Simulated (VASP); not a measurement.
# Rh (P6/mmm) in VASP: notebook

The runs below take Rh through single point, with PBE.

Everything below comes from runs of VASP 6.6.1. Logs are shortened: lines on timing, memory, paths and dates and some standing lists are left out, and cuts for length are marked.

### Step 1. The cell of the first run

It takes space group P6/mmm (No. 191, hexagonal). Conventional cell: a = 2.333 Å, b = 2.333 Å, c = 2.215 Å, α = 90.00°, β = 90.00°, γ = 120.00°. Rh (site symmetry 6/mmm) has 8 Rh at 2.21 to 2.33 Å within 2.9 Å.

### Step 2. Single point, PBE (volume scaled by 0.68)

The input, INCAR:

```
PREC = Accurate
ENCUT = 530
EDIFF = 1E-6
ISMEAR = -1
SIGMA = 0.1
LREAL = False
LASPH = True
NELM = 120
ALGO = Normal
ISIF = 2
LWAVE = False
LCHARG = False
GGA = PE
NBANDS = 14
GGA_COMPAT = False
```

The input, KPOINTS:

```
Automatic mesh
0
Gamma
  17 17 15
```

The input, POSCAR:

```
Rh
1.0
    2.3328760865      0.0000000000      0.0000000000
   -1.1664380432      2.0203299548      0.0000000000
    0.0000000000      0.0000000000      2.2148519904
Rh
1
Direct
    0.0000000000      0.0000000000      0.0000000000
```

Potentials or basis: VASP PAW PBE potentials, release 64 (Rh_sv_GW).

Started as:

```
> cat potpaw_PBE.64/Rh_sv_GW/POTCAR > POTCAR
> mpirun -np 1 vasp_std > vasp.out
```

OUTCAR:

```text
PREC = Accurate
   ENCUT = 530
   EDIFF = 1E-6
   ISMEAR = -1
   LREAL = False
   LASPH = True
   NELM = 120
   ISIF = 2
   GGA = PE

 ion  position               nearest neighbor table
   1  0.000  0.000  0.000-

  LATTYP: Found a hexagonal cell.
 ALAT       =     2.3328760865
 C/A-ratio  =     0.9494083304

  Lattice vectors:

 A1 = (   2.3328760865,   0.0000000000,   0.0000000000)
 A2 = (  -1.1664380432,   2.0203299548,   0.0000000000)
 A3 = (   0.0000000000,   0.0000000000,   2.2148519904)

Analysis of symmetry for initial positions (statically):
=====================================================================
 Subroutine PRICEL returns:
 Original cell was already a primitive cell.

 Routine SETGRP: Setting up the symmetry group for a
 hexagonal supercell.

 Subroutine GETGRP returns: Found 24 space group operations
 (whereof 24 operations were pure point group operations)
 out of a pool of 24 trial point group operations.

The static configuration has the point symmetry D_6h.

Analysis of symmetry for dynamics (positions and initial velocities):
=====================================================================
 Subroutine PRICEL returns:
 Original cell was already a primitive cell.

 Routine SETGRP: Setting up the symmetry group for a
 hexagonal supercell.

 Subroutine GETGRP returns: Found 24 space group operations
 (whereof 24 operations were pure point group operations)
 out of a pool of 24 trial point group operations.

The dynamic configuration has the point symmetry D_6h.

 Subroutine INISYM returns: Found 24 space group operations
 (whereof 24 operations are pure point group operations),
 and found     1 'primitive' translations

----------------------------------------------------------------------------------------

                                     Primitive cell

  volume of cell :      10.4390

  direct lattice vectors                    reciprocal lattice vectors
     2.332876086  0.000000000  0.000000000     0.428655429  0.247484327  0.000000000
    -1.166438043  2.020329955  0.000000000     0.000000000  0.494968655  0.000000000
     0.000000000  0.000000000  2.214851990     0.000000000  0.000000000  0.451497438

  length of vectors
     2.332876086  2.332876086  2.214851990     0.494968655  0.494968655  0.451497438

  position of ions in fractional coordinates (direct lattice)
     0.000000000  0.000000000  0.000000000

  ion indices of the primitive-cell ions
   primitive index   ion index
                 1           1

----------------------------------------------------------------------------------------

 KPOINTS: Automatic mesh

Automatic generation of k-mesh.
 Grid dimensions read from file:
 generate k-points for:   17   17   15

 Generating k-lattice:

  Cartesian coordinates                     Fractional coordinates (reciprocal lattice)
     0.025215025  0.014557902  0.000000000     0.058823529  0.000000000  0.000000000
     0.000000000  0.029115803  0.000000000     0.000000000  0.058823529  0.000000000
     0.000000000  0.000000000  0.030099829     0.000000000  0.000000000  0.066666667

  Length of vectors
     0.029115803  0.029115803  0.030099829

  Shift w.r.t. Gamma in fractional coordinates (k-lattice)
     0.000000000  0.000000000  0.000000000

 Subroutine IBZKPT returns following result:
 ===========================================

 Found    264 irreducible k-points:

 Following reciprocal coordinates:
            Coordinates               Weight
  0.000000  0.000000  0.000000      1.000000
  0.058824 -0.000000  0.000000      6.000000
  0.117647 -0.000000  0.000000      6.000000
  0.176471  0.000000  0.000000      6.000000
  0.235294 -0.000000  0.000000      6.000000
  0.294118 -0.000000  0.000000      6.000000
[... 16 lines left out ...]
  0.411765  0.117647  0.000000     12.000000
  0.176471  0.176471  0.000000      6.000000
 [... further k-points ...]
   k-points           NKPTS =    264   k-points in BZ     NKDIM =    264   number of bands    NBANDS=     14
   number of dos      NEDOS =    301   number of ions     NIONS =      1
   total plane-waves  NPLWV =   5832
   dimension x,y,z NGX =    18 NGY =   18 NGZ =   18
   dimension x,y,z NGXF=    36 NGYF=   36 NGZF=   36
   ions per type =               1
   NGX,Y,Z   is equivalent  to a cutoff of  12.83, 12.83, 13.51 a.u.
   NGXF,Y,Z  is equivalent  to a cutoff of  25.65, 25.65, 27.02 a.u.
 SYSTEM =  unknown system
   PREC   = accura    normal or accurate (medium, high low for compatibility)
   ISTART =      0    job   : 0-new  1-cont  2-samecut
   ICHARG =      2    charge: 1-file 2-atom 10-const
   ISPIN  =      1    spin polarized calculation?
   LNONCOLLINEAR =      F non collinear calculations
   LSORBIT =      F    spin-orbit coupling
   LASPH  =      T    aspherical Exc in radial PAW
   ENCUT  =  530.0 eV  38.95 Ry    6.24 a.u.   4.38  4.38  4.16*2*pi/ulx,y,z
   NELM   =    120;   NELMIN=  2; NELMDL= -5     # of ELM steps
   EDIFF  = 0.1E-05   stopping-criterion for ELM
   LREAL  =      F    real-space projection
   EDIFFG = 0.1E-04   stopping-criterion for IOM
   NSW    =      0    number of steps for IOM
   IBRION =     -1    ionic relax: 0-MD 1-quasi-New 2-CG
   NFREE  =      0    steps in history (QN), initial steepest desc. (CG)
   ISIF   =      2    stress and relaxation
   ISYM   =      2    0-nonsym 1-usesym 2-fastsym
   POTIM  = 0.5000    time-step for ionic-motion
   TEBEG  =    0.0;   TEEND  =   0.0 temperature during run
   PSTRESS=    0.0 pullay stress
   NELECT =      17.0000    total number of electrons
   NUPDOWN=      -1.0000    fix difference up-down
   EMIN   =  10.00;   EMAX   =-10.00  energy-range for DOS
   EFERMI =   0.00;   METHOD = LEGACY
   ISMEAR =    -1;   SIGMA  =   0.10  broadening in eV -4-tet -1-fermi 0-gaus
   EFERMI_NEDOS =   21; number of points for ismear=-14 and -15
   IALGO  =     38    algorithm
   IMIX   =      4    mixing-type and parameters
     AMIX     =   0.40;   BMIX     =  1.00
     AMIX_MAG =   1.60;   BMIX_MAG =  1.00
  volume/ion in A,a.u.               =      10.44        70.45
  Fermi-wavevector in a.u.,A,eV,Ry     =   1.926068  3.639740 50.474040  3.709737
  Thomas-Fermi vector in A             =   2.959305
   LORBIT       =      0    0 simple, 1 ext, 2 COOP (PROOUT), +10 PAW based schemes
   GGA     = PE    functional components
   LHFCALC =     F    Hartree Fock is set to
   AEXX    =    0.0000 exact exchange contribution
   IVDW    =     0    specifies the selected vdW correction
   LEPSILON=     F    determine dielectric tensor
   LRPA    =     F    only Hartree local field effects (RPA)
 non-spin polarized calculation
  energy-cutoff  :      530.00
  volume of cell :       10.44
 maximum number of plane-waves:       304
 NGX is ok and might be reduce to    18
   NGX =  9   NGY =  9   NGZ =  9

 number of electron      17.0000004 magnetization

 Free energy of the ion-electron system (eV)
  ---------------------------------------------------
  ext. energy  EPLUGINS =         0.00000000
  ---------------------------------------------------
  free energy    TOTEN  =        -3.73731817 eV

  energy without entropy =       -3.70767345  energy(sigma->0) =       -3.72249581

 E-fermi :  16.3075     XC(G=0): -15.8592

 val. band max:       16.3036112249   @ k =   0.2353   0.0588   0.2000
 cond. band min:      16.3086087800   @ k =   0.4118   0.0588   0.3333
 fundamental gap:      0.0049975550
 Fermi energy:        16.3074721800

 k-point     1 :       0.0000    0.0000    0.0000
  band No.  band energies     occupation
      1     -63.6971      2.00000
      2     -30.3616      2.00000
      3     -30.3616      2.00000
      4     -30.2986      2.00000
      5       6.4880      2.00000
      6       7.3892      2.00000
      7      11.6977      2.00000
      8      11.6977      2.00000
      9      17.9714      0.00000
     10      17.9714      0.00000
     11      31.8418      0.00000
     12      35.6104      0.00000
     13      42.5228      0.00000
     14      42.5228      0.00000

 k-point     2 :       0.0588   -0.0000    0.0000
  band No.  band energies     occupation
      1     -63.6831      2.00000
      2     -30.4429      2.00000
      3     -30.3799      2.00000
      4     -30.2903      2.00000
      5       6.6832      2.00000
      6       7.4646      2.00000
      7      11.5393      2.00000
      8      11.8652      2.00000
      9      17.7852      0.00000
     10      17.9394      0.00000
     11      32.2319      0.00000
     12      35.9617      0.00000
     13      41.4926      0.00000
     14      42.1291      0.00000

 k-point     3 :       0.1176   -0.0000    0.0000
  band No.  band energies     occupation
      1     -63.6425      2.00000
      2     -30.6708      2.00000
      3     -30.4308      2.00000
      4     -30.2642      2.00000
      5       7.1899      2.00000
      6       7.7113      2.00000
      7      11.1608      2.00000
      8      12.3605      2.00000
      9      17.2853      0.00011
     10      17.8506      0.00000
     11      33.2728      0.00000
     12      36.9462      0.00000
     13      39.5125      0.00000
     14      41.1383      0.00000
[... 324 lines left out ...]
 k-point    23 :       0.4118    0.1176    0.0000
  band No.  band energies     occupation
      1     -63.2563      2.00000
      2     -32.4866      2.00000
      3     -31.0704      2.00000
      4     -30.0290      2.00000
      5       7.6641      2.00000
      6       9.5509      2.00000
      7      14.0897      2.00000
      8      14.8143      2.00000
      9      16.7056      0.03664
     10      20.3914      0.00000
     11      27.8869      0.00000
     12      31.7125      0.00000
     13      37.3744      0.00000
     14      43.8068      0.00000

 k-point    24 :       0.1765    0.1765    0.0000
  band No.  band energies     occupation
      1     -63.4085      2.00000
      2     -31.7736      2.00000
      3     -30.8631      2.00000
      4     -30.1208      2.00000
      5       8.6646      2.00000
      6       9.5915      2.00000
      7      10.2795      2.00000
      8      15.2241      1.99996
      9      16.7537      0.02282
     10      17.0593      0.00109
     11      33.2540      0.00000
     12      33.2559      0.00000
     13      41.3928      0.00000
     14      42.5521      0.00000

 [... further k-points ...]
[... 5 lines left out ...]
  --------------------------------------------------------------------------------------
  -------------------------------------------------------------------------------------
  Total       13.3649178     13.3649178     13.3420982      0.0000000     -0.0000000     -0.0000000
  in kB     2051.2480905   2051.2480906   2047.7457448      0.0000001     -0.0000000     -0.0000000
  external PRESSURE =    2050.0806420 kB  Pullay stress =       0.0000000 kB

 VOLUME and BASIS-vectors are now :
 -----------------------------------------------------------------------------
  energy-cutoff  :      530.00
  volume of cell :       10.44
      direct lattice vectors                 reciprocal lattice vectors
     2.332876086  0.000000000  0.000000000     0.428655429  0.247484327  0.000000000
    -1.166438043  2.020329955  0.000000000     0.000000000  0.494968655  0.000000000
     0.000000000  0.000000000  2.214851990     0.000000000  0.000000000  0.451497438

 POSITION                                       TOTAL-FORCE (eV/Angst)
 -----------------------------------------------------------------------------------
      0.00000      0.00000      0.00000        -0.000000      0.000000      0.000000
 -----------------------------------------------------------------------------------
    total drift:                                0.000000      0.000000      0.000000

  FREE ENERGIE OF THE ION-ELECTRON SYSTEM (eV)
  ---------------------------------------------------
  free  energy   TOTEN  =        -3.7373181743 eV

  energy  without entropy=       -3.7076734462  energy(sigma->0) =       -3.72249581
```

It took 26 s on 1 thread of Intel Xeon Platinum 8375C at 2.90GHz (Ice Lake), shared host; peak memory 0.17 GiB.

What came out:

```
Free energy : -3.7373 eV
Pressure    : 205.0 GPa
```

### Step 3. Single point, PBE (volume scaled by 0.6)

The input, INCAR:

```
ALGO     = Normal         # electronic algorithm
EDIFF    = 1E-6           # SCF threshold, eV
ENCUT    = 530            # plane-wave cutoff, eV
GGA      = PE             # functional
GGA_COMPAT= False        
ISIF     = 2              # what is computed and relaxed
ISMEAR   = -1             # smearing method
LASPH    = True           # aspherical terms in the spheres
LCHARG   = False          # write CHGCAR
LREAL    = False          # projectors in reciprocal space
LWAVE    = False          # write WAVECAR
NBANDS   = 14             # bands
NELM     = 120            # most SCF steps
PREC     = Accurate       # precision mode
SIGMA    = 0.1            # smearing width, eV
```

The input, KPOINTS:

```
k-points
0
Gamma
  17 17 15
```

The input, POSCAR:

```
Rh
1.0
    2.2391282396      0.0000000000      0.0000000000
   -1.1195641198      1.9391419378      0.0000000000
    0.0000000000      0.0000000000      2.1213506196
Rh
1
Direct
    0.0000000000      0.0000000000      0.0000000000
```

Potentials or basis: VASP PAW PBE potentials, release 64 (Rh_sv_GW).

Started as:

```
> cat potpaw_PBE.64/Rh_sv_GW/POTCAR > POTCAR
> mpirun -np 1 vasp_std > vasp.out
```

Run time: 15 s. Hardware: 1 thread of Intel Xeon 6975P-C (Granite Rapids), shared host; peak memory 0.16 GiB.

Results (log left out):

```
Free energy : -1.5652 eV
Pressure    : 367.8 GPa
```

Stress tensor (GPa, compression positive):
```
367.93   0.00   0.00
  0.00 367.93   0.00
  0.00   0.00 367.46
```

Levels at points of the mesh, in eV from the Fermi level:
```
           k point  band 5  band 6  band 7  band 8  band 9  band 10  band 11  band 12  band 13  band 14
(0.00, 0.00, 0.00)  -10.80  -10.52   -5.59   -5.59    2.01     2.01    14.86    20.20    27.27    27.27
```

### Step 4. Single point, PBE (volume scaled by 0.45)

The input, INCAR:

```
SYSTEM = Rh
PREC = Accurate
ENCUT = 530
EDIFF = 1E-6
ISMEAR = -1
SIGMA = 0.1
LREAL = .FALSE.
LASPH = .TRUE.
NELM = 120
ALGO = Normal
ISIF = 2
LWAVE = .FALSE.
LCHARG = .FALSE.
GGA = PE
NBANDS = 14
GGA_COMPAT = .FALSE.
```

The input, KPOINTS:

```
regular mesh
0
G
  17 17 15
  0 0 0
```

The input, POSCAR:

```
Rh
1.0
    2.0352585281      0.0000000000      0.0000000000
   -1.0176292640      1.7625855886      0.0000000000
    0.0000000000      0.0000000000      1.9257170993
Rh
1
Direct
    0.0000000000      0.0000000000      0.0000000000
```

Started as:

```
> cat potpaw_PBE.64/Rh_sv_GW/POTCAR > POTCAR
> mpirun -np 1 vasp_std > vasp.out
```

Run time: 20 s. Hardware: 1 thread of Intel Xeon Platinum 8488C (Sapphire Rapids), shared host; peak memory 0.15 GiB.

The run converged, but its numbers aren't listed here, since they failed a check.
